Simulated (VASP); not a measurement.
# GaPbI3 (Pm-3m) in VASP: further runs

GaPbI3 is run at these levels: PBE; tasks: single point, relaxation of cell and atoms.

Everything below comes from runs of VASP 6.6.1. Logs are shortened: lines on timing, memory, paths and dates and some standing lists are left out, and cuts for length are marked.

## 1. The cell of the first run

It takes space group Pm-3m (No. 221, cubic). Conventional cell: a = 5.745 Å, b = 5.745 Å, c = 5.745 Å, α = 90.00°, β = 90.00°, γ = 90.00°. Within 5.3 Å of Ga (site symmetry m-3m) lie 12 I at 4.06 Å and 8 Pb at 4.98 Å. Pb (site symmetry m-3m) has 6 I at 2.87 Å within 3.8 Å. Within 3.8 Å of I (site symmetry 4/mmm) lie 2 Pb at 2.87 Å.

The cell was built from a structure type or drawn by symmetry, and may not be a known phase.

## 2. Single point, PBE

INCAR reads:

```
SYSTEM = GaPbI3
PREC     = Accurate       ! precision mode
ENCUT    = 520            ! plane-wave cutoff, eV
EDIFF    = 1E-6           ! SCF threshold, eV
ISMEAR   = 0              ! smearing method
SIGMA    = 0.1            ! smearing width, eV
LREAL    = .False.        ! projectors in reciprocal space
LASPH    = .True.         ! aspherical terms in the spheres
NELM     = 100            ! most SCF steps
ALGO     = Normal         ! electronic algorithm
ISIF     = 2              ! what is computed and relaxed
LWAVE    = .False.        ! write WAVECAR
LCHARG   = .True.         ! write CHGCAR
GGA      = PE             ! functional
LELF     = .True.         ! ELF
LVHAR    = .True.       
NBANDS   = 32             ! bands
```

KPOINTS reads:

```
Automatic mesh
0
Gamma
  4 4 4
  0 0 0
```

POSCAR reads:

```
GaPbI3
1.0
    5.7454458600      0.0000000000      0.0000000000
    0.0000000000      5.7454458600      0.0000000000
    0.0000000000      0.0000000000      5.7454458600
Ga Pb I
1 1 3
Direct
    0.0000000000      0.0000000000      0.0000000000
    0.5000000000      0.5000000000      0.5000000000
    0.0000000000      0.5000000000      0.5000000000
    0.5000000000      0.0000000000      0.5000000000
    0.5000000000      0.5000000000      0.0000000000
```

Potentials or basis: VASP PAW PBE potentials, release 64 (Ga_d, Pb_d, I).

The run is started by

```console
$ cat potpaw_PBE.64/Ga_d/POTCAR potpaw_PBE.64/Pb_d/POTCAR potpaw_PBE.64/I/POTCAR > POTCAR
$ mpirun -np 1 vasp_std > vasp.out
```

OUTCAR:

```text
SYSTEM = GaPbI3
   PREC = Accurate
   ENCUT = 520
   EDIFF = 1E-6
   ISMEAR = 0
   LREAL = .False.
   LASPH = .True.
   NELM = 100
   ISIF = 2
   GGA = PE

 ion  position               nearest neighbor table
   1  0.000  0.000  0.000-
   2  0.500  0.500  0.500-   3 2.87   4 2.87   5 2.87   5 2.87   4 2.87   3 2.87
   3  0.000  0.500  0.500-   2 2.87   2 2.87
   4  0.500  0.000  0.500-   2 2.87   2 2.87
   5  0.500  0.500  0.000-   2 2.87   2 2.87

  LATTYP: Found a simple cubic cell.
 ALAT       =     5.7454458600

  Lattice vectors:

 A1 = (   5.7454458600,   0.0000000000,   0.0000000000)
 A2 = (   0.0000000000,   5.7454458600,   0.0000000000)
 A3 = (   0.0000000000,   0.0000000000,   5.7454458600)

Analysis of symmetry for initial positions (statically):
=====================================================================
 Subroutine PRICEL returns:
 Original cell was already a primitive cell.

 Routine SETGRP: Setting up the symmetry group for a
 simple cubic supercell.

 Subroutine GETGRP returns: Found 48 space group operations
 (whereof 48 operations were pure point group operations)
 out of a pool of 48 trial point group operations.

The static configuration has the point symmetry O_h .

Analysis of symmetry for dynamics (positions and initial velocities):
=====================================================================
 Subroutine PRICEL returns:
 Original cell was already a primitive cell.

 Routine SETGRP: Setting up the symmetry group for a
 simple cubic supercell.

 Subroutine GETGRP returns: Found 48 space group operations
 (whereof 48 operations were pure point group operations)
 out of a pool of 48 trial point group operations.

The dynamic configuration has the point symmetry O_h .

 Subroutine INISYM returns: Found 48 space group operations
 (whereof 48 operations are pure point group operations),
 and found     1 'primitive' translations

----------------------------------------------------------------------------------------

                                     Primitive cell

  volume of cell :     189.6580

  direct lattice vectors                    reciprocal lattice vectors
     5.745445860  0.000000000  0.000000000     0.174050896  0.000000000  0.000000000
     0.000000000  5.745445860  0.000000000     0.000000000  0.174050896  0.000000000
     0.000000000  0.000000000  5.745445860     0.000000000  0.000000000  0.174050896
[... 75 lines left out ...]
   EDIFF  = 0.1E-05   stopping-criterion for ELM
   LREAL  =      F    real-space projection
   EDIFFG = 0.1E-04   stopping-criterion for IOM
   NSW    =      0    number of steps for IOM
   IBRION =     -1    ionic relax: 0-MD 1-quasi-New 2-CG
   NFREE  =      0    steps in history (QN), initial steepest desc. (CG)
   ISIF   =      2    stress and relaxation
   ISYM   =      2    0-nonsym 1-usesym 2-fastsym
   POTIM  = 0.5000    time-step for ionic-motion
   TEBEG  =    0.0;   TEEND  =   0.0 temperature during run
   PSTRESS=    0.0 pullay stress
   NELECT =      48.0000    total number of electrons
   NUPDOWN=      -1.0000    fix difference up-down
   EMIN   =  10.00;   EMAX   =-10.00  energy-range for DOS
   EFERMI =   0.00;   METHOD = LEGACY
   ISMEAR =     0;   SIGMA  =   0.10  broadening in eV -4-tet -1-fermi 0-gaus
   EFERMI_NEDOS =   21; number of points for ismear=-14 and -15
   IALGO  =     38    algorithm
   IMIX   =      4    mixing-type and parameters
     AMIX     =   0.40;   BMIX     =  1.00
     AMIX_MAG =   1.60;   BMIX_MAG =  1.00
  volume/ion in A,a.u.               =      37.93       255.98
  Fermi-wavevector in a.u.,A,eV,Ry     =   1.035535  1.956878 14.589977  1.072333
  Thomas-Fermi vector in A             =   2.169883
   LORBIT       =      0    0 simple, 1 ext, 2 COOP (PROOUT), +10 PAW based schemes
   GGA     = PE    functional components
   LHFCALC =     F    Hartree Fock is set to
   AEXX    =    0.0000 exact exchange contribution
   IVDW    =     0    specifies the selected vdW correction
   LEPSILON=     F    determine dielectric tensor
   LRPA    =     F    only Hartree local field effects (RPA)
 non-spin polarized calculation
 Gauss-broadening in eV      SIGMA  =   0.10
  energy-cutoff  :      520.00
  volume of cell :      189.66
 maximum number of plane-waves:      5137
 NGX is ok and might be reduce to    48
   NGX = 21   NGY = 21   NGZ = 21

 number of electron      48.0000026 magnetization

 Free energy of the ion-electron system (eV)
  ---------------------------------------------------
  ext. energy  EPLUGINS =         0.00000000
  ---------------------------------------------------
  free energy    TOTEN  =       -11.25323013 eV

  energy without entropy =      -11.24928375  energy(sigma->0) =      -11.25125694

 E-fermi :   4.9694     XC(G=0):  -8.3319

 val. band max:        4.3313604454   @ k =   0.5000   0.5000   0.2500
 cond. band min:       5.0393340432   @ k =   0.5000   0.0000   0.0000
 fundamental gap:      0.7079735978
 Fermi energy:         4.9693899237

 k-point     1 :       0.0000    0.0000    0.0000
  band No.  band energies     occupation
      1     -13.1001      2.00000
      2     -13.1001      2.00000
      3     -12.8558      2.00000
      4     -12.8558      2.00000
      5     -12.8558      2.00000
      6     -12.0048      2.00000
[... 339 lines left out ...]
     31       9.7386      0.00000
     32       9.8678      0.00000

------------------------ aborting loop because EDIFF is reached ----------------------------------------

  FORCE on cell =-STRESS in cart. coord.  units (eV):
  Direction    XX          YY          ZZ          XY          YZ          ZX
  --------------------------------------------------------------------------------------
  -------------------------------------------------------------------------------------
  Total        9.9325192      9.9325192      9.9325192      0.0000000      0.0000000     -0.0000000
  in kB       83.9071146     83.9071146     83.9071146      0.0000000      0.0000000     -0.0000000
  external PRESSURE =      83.9071146 kB  Pullay stress =       0.0000000 kB

 VOLUME and BASIS-vectors are now :
 -----------------------------------------------------------------------------
  energy-cutoff  :      520.00
  volume of cell :      189.66
      direct lattice vectors                 reciprocal lattice vectors
     5.745445860  0.000000000  0.000000000     0.174050896  0.000000000  0.000000000
     0.000000000  5.745445860  0.000000000     0.000000000  0.174050896  0.000000000
     0.000000000  0.000000000  5.745445860     0.000000000  0.000000000  0.174050896

 POSITION                                       TOTAL-FORCE (eV/Angst)
 -----------------------------------------------------------------------------------
      0.00000      0.00000      0.00000         0.000000      0.000000      0.000000
      2.87272      2.87272      2.87272         0.000000      0.000000      0.000000
      0.00000      2.87272      2.87272         0.000000      0.000000      0.000000
      2.87272      0.00000      2.87272         0.000000      0.000000      0.000000
      2.87272      2.87272      0.00000         0.000000      0.000000      0.000000
 -----------------------------------------------------------------------------------
    total drift:                                0.000000     -0.000000     -0.000000

  FREE ENERGIE OF THE ION-ELECTRON SYSTEM (eV)
  ---------------------------------------------------
  free  energy   TOTEN  =       -11.2532301285 eV

  energy  without entropy=      -11.2492837540  energy(sigma->0) =      -11.25125694
```

OSZICAR:

```text
N       E                     dE             d eps       ncg     rms          rms(c)
DAV:   1     0.428397500025E+03    0.42840E+03   -0.20642E+04   672   0.152E+03
DAV:   2     0.473974598865E+02   -0.38100E+03   -0.36258E+03   672   0.396E+02
DAV:   3    -0.860741002282E+01   -0.56005E+02   -0.53786E+02   848   0.146E+02
DAV:   4    -0.116545467739E+02   -0.30471E+01   -0.30238E+01   808   0.349E+01
DAV:   5    -0.117903117606E+02   -0.13576E+00   -0.13571E+00   944   0.774E+00    0.666E+00
DAV:   6    -0.113666578213E+02    0.42365E+00   -0.37469E-01   864   0.431E+00    0.425E+00
DAV:   7    -0.112523379736E+02    0.11432E+00   -0.48112E-01   776   0.282E+00    0.949E-01
DAV:   8    -0.112520172678E+02    0.32071E-03   -0.10532E-01   744   0.197E+00    0.590E-01
DAV:   9    -0.112527838402E+02   -0.76657E-03   -0.60933E-03   824   0.438E-01    0.130E-01
DAV:  10    -0.112530539544E+02   -0.27011E-03   -0.99193E-04   768   0.178E-01    0.855E-02
DAV:  11    -0.112532489517E+02   -0.19500E-03   -0.27257E-04   744   0.120E-01    0.366E-02
DAV:  12    -0.112532317621E+02    0.17190E-04   -0.25621E-05   776   0.390E-02    0.110E-02
DAV:  13    -0.112532301965E+02    0.15656E-05   -0.10211E-05   776   0.166E-02    0.322E-03
DAV:  14    -0.112532301285E+02    0.67998E-07   -0.10634E-06   576   0.495E-03
   1 F= -.11253230E+02 E0= -.11251257E+02  d E =-.394637E-02
```

Wall time 54 s (1 thread of Intel Xeon Platinum 8488C (Sapphire Rapids), shared host); peak memory 0.36 GiB.

Results:

```
Free energy            : -11.2532 eV
Pressure               : 8.4 GPa
Band gap on the k mesh : zero (bands 24 and 25 overlap by 0.12 eV)
```

Caveat: the cell stands under pressure; spin-orbit coupling is left out, which moves the levels of the heavy elements.

[end of part 1 of 2]
